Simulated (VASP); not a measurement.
# ZrB2 (P6/mmm) in VASP: further runs, part 2 of 2

VASP 6.6.1. The steps go on from the part before.

## (3) Relaxation of cell and atoms, r2SCAN+U

POSCAR reads:

```
ZrB2
1.0
    3.1700000000      0.0000000000      0.0000000000
   -1.5850000000      2.7453005300      0.0000000000
    0.0000000000      0.0000000000      3.5330000000
Zr B
1 2
Direct
    0.0000000000      0.0000000000      0.0000000000
    0.6666666667      0.3333333333      0.5000000000
    0.3333333333      0.6666666667      0.5000000000
```

INCAR.step1 reads:

```
SYSTEM = ZrB2
ALGO = Normal
EDIFF = 1E-4
ENCUT = 600
GGA = PE
ISMEAR = -1
LASPH = .TRUE.
LCHARG = .FALSE.
LDAU = .TRUE.
LDAUJ = 0 0
LDAUL = 2 -1
LDAUTYPE = 2
LDAUU = 3 0
LMAXMIX = 4
LREAL = .FALSE.
LWAVE = .TRUE.
NELM = 150
PREC = Accurate
SIGMA = 0.05
```

INCAR.step2 reads:

```
SYSTEM = ZrB2
ALGO = Normal
EDIFF = 1E-6
EDIFFG = -0.01
ENCUT = 600
IBRION = 2
ISIF = 3
ISMEAR = -1
ISTART = 1
LASPH = .TRUE.
LCHARG = .FALSE.
LDAU = .TRUE.
LDAUJ = 0 0
LDAUL = 2 -1
LDAUPRINT = 1
LDAUTYPE = 2
LDAUU = 3 0
LMAXMIX = 4
LMIXTAU = .TRUE.
LREAL = .FALSE.
LWAVE = .FALSE.
METAGGA = R2SCAN
NELM = 150
NSW = 60
PREC = Accurate
SIGMA = 0.05
```

KPOINTS reads:

```
k-points
0
G
  10 10 8
  0 0 0
```

Potentials or basis: VASP PAW PBE potentials, release 64 (Zr_sv, B).

Run with:

```console
> cat potpaw_PBE.64/Zr_sv/POTCAR potpaw_PBE.64/B/POTCAR > POTCAR
> cp INCAR.step1 INCAR
> mpirun -np 1 vasp_std > vasp.out
> cp INCAR.step2 INCAR
> mpirun -np 1 vasp_std > vasp.out
```

OUTCAR:

```text
SYSTEM = ZrB2
   EDIFF = 1E-6
   EDIFFG = -0.01
   ENCUT = 600
   IBRION = 2
   ISIF = 3
   ISMEAR = -1
   ISTART = 1
   LASPH = .TRUE.
   LREAL = .FALSE.
   METAGGA = R2SCAN
   NELM = 150
   NSW = 60
   PREC = Accurate

 ion  position               nearest neighbor table
   1  0.000  0.000  0.000-   2 2.54   3 2.54   2 2.54   3 2.54   2 2.54   2 2.54   3 2.54   3 2.54
                             2 2.54   2 2.54   3 2.54   3 2.54
   2  0.667  0.333  0.500-   3 1.83   3 1.83   3 1.83   1 2.54   1 2.54   1 2.54   1 2.54   1 2.54
                             1 2.54
   3  0.333  0.667  0.500-   2 1.83   2 1.83   2 1.83   1 2.54   1 2.54   1 2.54   1 2.54   1 2.54
                             1 2.54

  LATTYP: Found a hexagonal cell.
 ALAT       =     3.1700000000
 C/A-ratio  =     1.1145110410

  Lattice vectors:

 A1 = (   3.1700000000,   0.0000000000,   0.0000000000)
 A2 = (  -1.5850000000,   2.7453005300,   0.0000000000)
 A3 = (   0.0000000000,   0.0000000000,   3.5330000000)

Analysis of symmetry for initial positions (statically):
=====================================================================
 Subroutine PRICEL returns:
 Original cell was already a primitive cell.

 Routine SETGRP: Setting up the symmetry group for a
 hexagonal supercell.

 Subroutine GETGRP returns: Found 24 space group operations
 (whereof 24 operations were pure point group operations)
 out of a pool of 24 trial point group operations.

The static configuration has the point symmetry D_6h.

Analysis of symmetry for dynamics (positions and initial velocities):
=====================================================================
 Subroutine PRICEL returns:
 Original cell was already a primitive cell.

 Routine SETGRP: Setting up the symmetry group for a
 hexagonal supercell.

 Subroutine GETGRP returns: Found 24 space group operations
 (whereof 24 operations were pure point group operations)
 out of a pool of 24 trial point group operations.

The dynamic configuration has the point symmetry D_6h.

 Subroutine INISYM returns: Found 24 space group operations
 (whereof 24 operations are pure point group operations),
 and found     1 'primitive' translations

----------------------------------------------------------------------------------------

                                     Primitive cell

  volume of cell :      30.7463

  direct lattice vectors                    reciprocal lattice vectors
     3.170000000  0.000000000  0.000000000     0.315457413  0.182129422  0.000000000
    -1.585000000  2.745300530  0.000000000     0.000000000  0.364258845  0.000000000
[... 128 lines left out ...]
   NGX = 13   NGY = 13   NGZ = 15

--------------------------------------- Ionic step        1  -------------------------------------------

 number of electron      18.0000000 magnetization

 Free energy of the ion-electron system (eV)
  ---------------------------------------------------
  ext. energy  EPLUGINS =         0.00000000
  ---------------------------------------------------
  free energy    TOTEN  =       -38.51894707 eV

  energy without entropy =      -38.51623808  energy(sigma->0) =      -38.51759258

------------------------ aborting loop because EDIFF is reached ----------------------------------------

  FORCE on cell =-STRESS in cart. coord.  units (eV):
  Direction    XX          YY          ZZ          XY          YZ          ZX
  --------------------------------------------------------------------------------------
  -------------------------------------------------------------------------------------
  Total        1.2388632      1.2388632      2.0533466      0.0000000      0.0000000      0.0000000
  in kB       64.5566753     64.5566753    106.9990824      0.0000000      0.0000000      0.0000000
  external PRESSURE =      78.7041443 kB  Pullay stress =       0.0000000 kB
[... 166 lines left out ...]
  FREE ENERGIE OF THE ION-ELECTRON SYSTEM (eV)
  ---------------------------------------------------
  free  energy   TOTEN  =       -38.5467426308 eV

  energy  without entropy=      -38.5442047536  energy(sigma->0) =      -38.54547369

atom =   1  type =  1  l = 2

 onsite density matrix

spin component  1

  0.1733 -0.0000  0.0000  0.0000  0.0000
 -0.0000  0.1523  0.0000  0.0000 -0.0000
  0.0000  0.0000  0.1430 -0.0000  0.0000
  0.0000  0.0000 -0.0000  0.1523 -0.0000
  0.0000 -0.0000  0.0000 -0.0000  0.1733

spin component  2

  0.1733 -0.0000  0.0000  0.0000  0.0000
 -0.0000  0.1523  0.0000  0.0000 -0.0000
  0.0000  0.0000  0.1430 -0.0000  0.0000
  0.0000  0.0000 -0.0000  0.1523 -0.0000
  0.0000 -0.0000  0.0000 -0.0000  0.1733

 occupancies and eigenvectors

  o =  0.1430  v =  0.0000  0.0000  1.0000 -0.0000 -0.0000  0.0000  0.0000  0.0000  0.0000  0.0000      0.0000  0.0000  0.0000  0.0000  0.0000  0.0000  0.0000  0.0000  0.0000  0.0000
  o =  0.1430  v =  0.0000  0.0000  0.0000  0.0000  0.0000  0.0000  0.0000  1.0000 -0.0000 -0.0000      0.0000  0.0000  0.0000  0.0000  0.0000  0.0000  0.0000  0.0000  0.0000  0.0000
  o =  0.1523  v =  0.0000 -0.0001 -0.0000 -1.0000  0.0000  0.0000  0.0000  0.0000  0.0000  0.0000      0.0000  0.0000  0.0000  0.0000  0.0000  0.0000  0.0000  0.0000  0.0000  0.0000
  o =  0.1523  v =  0.0000  0.0000  0.0000  0.0000  0.0000  0.0000 -0.0001 -0.0000 -1.0000  0.0000      0.0000  0.0000  0.0000  0.0000  0.0000  0.0000  0.0000  0.0000  0.0000  0.0000
  o =  0.1523  v =  0.0000  1.0000 -0.0000 -0.0001  0.0000  0.0000  0.0000  0.0000  0.0000  0.0000      0.0000  0.0000  0.0000  0.0000  0.0000  0.0000  0.0000  0.0000  0.0000  0.0000
  o =  0.1523  v =  0.0000  0.0000  0.0000  0.0000  0.0000  0.0000  1.0000 -0.0000 -0.0001  0.0000      0.0000  0.0000  0.0000  0.0000  0.0000  0.0000  0.0000  0.0000  0.0000  0.0000
  o =  0.1733  v =  1.0000  0.0000  0.0000  0.0000  0.0000  0.0000  0.0000  0.0000  0.0000  0.0000      0.0000  0.0000  0.0000  0.0000  0.0000  0.0000  0.0000  0.0000  0.0000  0.0000
  o =  0.1733  v =  0.0000  0.0000  0.0000  0.0000  0.0000  1.0000  0.0000  0.0000  0.0000  0.0000      0.0000  0.0000  0.0000  0.0000  0.0000  0.0000  0.0000  0.0000  0.0000  0.0000
  o =  0.1733  v =  0.0000  0.0000  0.0000  0.0000  0.0000  0.0000  0.0000 -0.0000 -0.0000 -1.0000      0.0000  0.0000  0.0000  0.0000  0.0000  0.0000  0.0000  0.0000  0.0000  0.0000
  o =  0.1733  v =  0.0000  0.0000 -0.0000 -0.0000 -1.0000  0.0000  0.0000  0.0000  0.0000  0.0000      0.0000  0.0000  0.0000  0.0000  0.0000  0.0000  0.0000  0.0000  0.0000  0.0000

--------------------------------------- Ionic step        6  -------------------------------------------

 number of electron      18.0000000 magnetization

 Free energy of the ion-electron system (eV)
  ---------------------------------------------------
  ext. energy  EPLUGINS =         0.00000000
  ---------------------------------------------------
  free energy    TOTEN  =       -38.54674334 eV

  energy without entropy =      -38.54420621  energy(sigma->0) =      -38.54547477

 E-fermi :  10.6425     XC(G=0): -13.2069

 val. band max:       10.6206030459   @ k =   0.2000   0.2000   0.1250
 cond. band min:      10.7243179186   @ k =   0.0000   0.0000   0.2500
 fundamental gap:      0.1037148727
 Fermi energy:        10.6425108977

 k-point     1 :       0.0000    0.0000    0.0000
  band No.  band energies     occupation
      1     -40.6090      2.00000
      2     -18.0438      2.00000
      3     -17.5100      2.00000
      4     -17.5100      2.00000
      5      -3.0832      2.00000
      6       7.6447      2.00000
      7       7.9878      2.00000
      8       7.9878      2.00000
      9       8.0096      2.00000
     10      14.4669      0.00000
     11      14.4669      0.00000
     12      14.9207      0.00000
     13      14.9207      0.00000
[... 354 lines left out ...]
  band No.  band energies     occupation
      1     -40.4948      2.00000
      2     -18.3501      2.00000
      3     -17.9138      2.00000
      4     -17.7577      2.00000
      5       0.5719      2.00000
      6       1.9803      2.00000
      7       6.1126      2.00000
      8       6.9059      2.00000
      9       8.5609      2.00000
     10      11.7517      0.00000
     11      14.5014      0.00000
     12      14.6956      0.00000
     13      16.5437      0.00000

 [... further k-points ...]

------------------------ aborting loop because EDIFF is reached ----------------------------------------

  FORCE on cell =-STRESS in cart. coord.  units (eV):
  Direction    XX          YY          ZZ          XY          YZ          ZX
  --------------------------------------------------------------------------------------
  -------------------------------------------------------------------------------------
  Total        0.0226052      0.0226052      0.0279392      0.0000000      0.0000000      0.0000000
  in kB        1.1411345      1.1411345      1.4104032      0.0000000      0.0000000      0.0000000
  external PRESSURE =       1.2308907 kB  Pullay stress =       0.0000000 kB
[... 18 lines left out ...]
  FREE ENERGIE OF THE ION-ELECTRON SYSTEM (eV)
  ---------------------------------------------------
  free  energy   TOTEN  =       -38.5467433419 eV

  energy  without entropy=      -38.5442062054  energy(sigma->0) =      -38.54547477

 reached required accuracy - stopping structural energy minimisation
```

Run time: 11 min. Hardware: 1 thread of AMD EPYC 7R43 (Zen 3), shared host; peak memory 0.16 GiB.

Results:

* Free energy: -38.5467 eV
* Relaxed volume: 10.58 Å³/atom
* Relaxed cell: a = 3.189 Å, b = 3.189 Å, c = 3.604 Å, α = 90.00°, β = 90.00°, γ = 120.00°
* Space group after relaxing (to 0.1 Å): P6/mmm (No. 191)
* Energy gained by relaxing: 9.3 meV/atom
* Ionic steps: 6
* Pressure after relaxing: 0.1 GPa
* Band gap on the k mesh: zero (bands 9 and 10 overlap by 1.08 eV)

Step by step:
| step | energy change (eV) | largest force (eV/Å) | pressure (GPa) | volume (Å³) |
| --- | --- | --- | --- | --- |
| 1 | 0.0000 | 0.0000 | 7.87 | 30.75 |
| 2 | 0.0081 | 0.0000 | -8.64 | 33.04 |
| 3 | -0.0263 | 0.0000 | -0.39 | 31.79 |
| 4 | -0.0263 | 0.0000 | -0.25 | 31.77 |
| 5 | -0.0278 | 0.0000 | 0.12 | 31.74 |
| 6 | -0.0278 | 0.0000 | 0.12 | 31.74 |

Final structure:
```yaml
crystal:
  lattice:
    - [3.18889, 0.00000, 0.00000]
    - [-1.59445, 2.76166, 0.00000]
    - [0.00000, 0.00000, 3.60389]
  atoms:
    - { symbol: Zr, position: [0.00000, 0.00000, 0.00000] }
    - { symbol: B, position: [0.66667, 0.33333, 0.50000] }
    - { symbol: B, position: [0.33333, 0.66667, 0.50000] }
```

Eigenvalues of the final occupation matrices:
```tsv
site	spin	trace	eigenvalues
site 1 d	1	0.79	0.14 0.15 0.15 0.17 0.17
site 1 d	2	0.79	0.14 0.15 0.15 0.17 0.17
```

Caveat: the PAW data sets were made with another functional, which shifts forces and pressure a little; U without spin polarisation on a metal has little footing; the U is typed as a test and isn't derived for this compound. Zero-point motion and thermal expansion aren't in these numbers.

## (4) Single point, r2SCAN+U

This run uses another cell than the first one, of 10.33 Å³/atom.

POSCAR reads:

```
ZrB2
1.0
    3.1675013397      0.0000000000      0.0000000000
   -1.5837506698      2.7431366267      0.0000000000
    0.0000000000      0.0000000000      3.5649838494
Zr B
1 2
Direct
    0.0000000000      0.0000000000      0.0000000000
    0.6666666667      0.3333333333      0.5000000000
    0.3333333333      0.6666666667      0.5000000000
```

INCAR.step1 reads:

```
SYSTEM = ZrB2
ALGO     = Normal         ! electronic algorithm
EDIFF    = 1E-5           ! SCF threshold, eV
ENCUT    = 910            ! plane-wave cutoff, eV
GGA      = PE             ! functional
GGA_COMPAT= .FALSE.      
ISMEAR   = -1             ! smearing method
LASPH    = .TRUE.         ! aspherical terms in the spheres
LCHARG   = .FALSE.        ! write CHGCAR
LDAU     = .TRUE.         ! DFT+U
LDAUJ    = 0 0          
LDAUL    = 2 -1           ! shell
LDAUTYPE = 2            
LDAUU    = 1 0            ! U, eV
LMAXMIX  = 4              ! l up to which the mixer works
LREAL    = .FALSE.        ! projectors in reciprocal space
LWAVE    = .TRUE.         ! write WAVECAR
NBANDS   = 16             ! bands
NELM     = 200            ! most SCF steps
PREC     = Accurate       ! precision mode
SIGMA    = 0.05           ! smearing width, eV
```

INCAR.step2 reads:

```
SYSTEM = ZrB2
ALGO     = Normal         ! electronic algorithm
EDIFF    = 1E-6           ! SCF threshold, eV
ENCUT    = 910            ! plane-wave cutoff, eV
GGA_COMPAT= .FALSE.      
ISIF     = 2              ! what is computed and relaxed
ISMEAR   = -1             ! smearing method
ISTART   = 1            
LASPH    = .TRUE.         ! aspherical terms in the spheres
LCHARG   = .FALSE.        ! write CHGCAR
LDAU     = .TRUE.         ! DFT+U
LDAUJ    = 0 0          
LDAUL    = 2 -1           ! shell
LDAUPRINT= 1            
LDAUTYPE = 2            
LDAUU    = 1 0            ! U, eV
LMAXMIX  = 4              ! l up to which the mixer works
LMIXTAU  = .TRUE.       
LREAL    = .FALSE.        ! projectors in reciprocal space
LWAVE    = .FALSE.        ! write WAVECAR
METAGGA  = R2SCAN         ! meta-GGA
NBANDS   = 16             ! bands
NELM     = 200            ! most SCF steps
PREC     = Accurate       ! precision mode
SIGMA    = 0.05           ! smearing width, eV
```

KPOINTS is that of step 3.

Potentials or basis: VASP PAW PBE potentials, release 64 (Zr_sv, B_h).

Run with:

```console
> cat potpaw_PBE.64/Zr_sv/POTCAR potpaw_PBE.64/B_h/POTCAR > POTCAR
> cp INCAR.step1 INCAR
> mpirun -np 1 vasp_std > vasp.out
> cp INCAR.step2 INCAR
> mpirun -np 1 vasp_std > vasp.out
```

It took 2.6 min on 1 thread of Intel Xeon Platinum 8375C at 2.90GHz (Ice Lake), shared host; peak memory 0.24 GiB.

It converged, with:

```yaml
Free_energy: -39.9274 eV
Pressure: 1.4 GPa
Band_gap_on_the_k_mesh: zero (bands 9 and 10 overlap by 0.99 eV)
```

Levels at points of the mesh, in eV from the Fermi level:
```csv
k point,band 5,band 6,band 7,band 8,band 9,band 10,band 11,band 12,band 13,band 14
"(0.00, 0.00, 0.00)",-13.64,-2.73,-2.66,-2.66,-2.63,3.74,3.74,4.40,4.40,4.98
"(0.50, 0.00, 0.00)",-9.52,-9.25,-4.11,-3.28,-2.69,2.22,2.56,5.30,5.30,6.56
"(0.00, 0.00, 0.50)",-11.63,-7.46,-1.01,-1.01,0.55,0.55,0.96,0.96,1.94,5.31
"(0.50, 0.00, 0.50)",-10.60,-7.59,-4.78,-4.33,-2.33,3.97,4.18,5.65,6.44,6.82
```

Eigenvalues of the final occupation matrices:
```
    site  spin  trace               eigenvalues
site 1 d     1   0.86  0.15 0.17 0.17 0.18 0.18
site 1 d     2   0.86  0.15 0.17 0.17 0.18 0.18
```

Caveat: the PAW data sets were made with another functional, which shifts forces and pressure a little; U without spin polarisation on a metal has little footing; the U is typed as a test and isn't derived for this compound.

## (5) The runs side by side

```csv
task,potentials or basis,U,cell,cutoff (eV),gap on the mesh (eV),pressure (GPa),relaxed volume (Å³/atom)
relaxation of cell and atoms,"VASP PAW PBE potentials, release 64 (Zr_sv, B)",Zr d U = 2.0 eV,"relaxed from a = 3.170, b = 3.170, c = 3.533 Å, angles 90.0, 90.0, 120.0°, 3 atoms",600,none,0.0,10.49
relaxation of cell and atoms,"VASP PAW PBE potentials, release 64 (Zr_sv, B)",Zr d U = 3.0 eV,"relaxed from a = 3.170, b = 3.170, c = 3.533 Å, angles 90.0, 90.0, 120.0°, 3 atoms",600,none,0.1,10.58
single point,"VASP PAW PBE potentials, release 64 (Zr_sv, B_h)",Zr d U = 1.0 eV,"a = 3.168, b = 3.168, c = 3.565 Å, angles 90.0, 90.0, 120.0°, 3 atoms",910,none,1.4,-
```

Alike in all rows: level r2SCAN+U; no spin polarisation; k mesh 10 × 10 × 8; smearing fermi-dirac 0.05 eV.

Caveats: the PAW data sets were made with another functional, which shifts forces and pressure a little; U without spin polarisation on a metal has little footing; the U is typed as a test and isn't derived for this compound.

Absolute energies hang on the potentials; compare differences alone.
